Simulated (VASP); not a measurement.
Set up this calculation in VASP 6.6.1, as the native input.

- Task: single point
- Functional: PBE
- Potentials or basis: VASP PAW PBE potentials, release 64 (Zn, Se)
- Cutoff: 520 eV
- k mesh: 8 × 8 × 8
- Occupations: fermi-dirac, width 0.03 eV
- Spin: no spin polarisation
- Dipole correction: no
- Further INCAR settings: ALGO = Normal; EDIFF = 1e-07; NBANDS = 16

The structure of ZnSe lies in POSCAR:

```
ZnSe
1.0
    0.0000000000      2.8338000000      2.8338000000
    2.8338000000      0.0000000000      2.8338000000
    2.8338000000      2.8338000000      0.0000000000
Zn Se
1 1
Direct
    0.0000000000      0.0000000000      0.0000000000
    0.7500000000      0.7500000000      0.7500000000
```

One way to write it, as run:

INCAR

```
PREC = Accurate ; ENCUT = 520
EDIFF = 1E-7 ; ISMEAR = -1
SIGMA = 0.03 ; LREAL = F
LASPH = T ; NELM = 100
ALGO = Normal ; ISIF = 2
LWAVE = F ; LCHARG = T
GGA = PE ; LELF = T
LVHAR = T ; NBANDS = 16
```

KPOINTS

```
regular mesh
0
Gamma
  8 8 8
```

Potentials or basis: VASP PAW PBE potentials, release 64 (Zn, Se).

Launch:

```sh
$ cat potpaw_PBE.64/Zn/POTCAR potpaw_PBE.64/Se/POTCAR > POTCAR
$ mpirun -np 1 vasp_std > vasp.out
```

Results of the run:

```json
{"Pressure": "2.3 GPa", "Band gap on the k mesh": "1.29 eV, direct"}
```

Wall time 12 s on 1 thread of AMD EPYC 9R45 96-Core Processor (Zen 5) (shared host), peak memory 0.14 GiB.
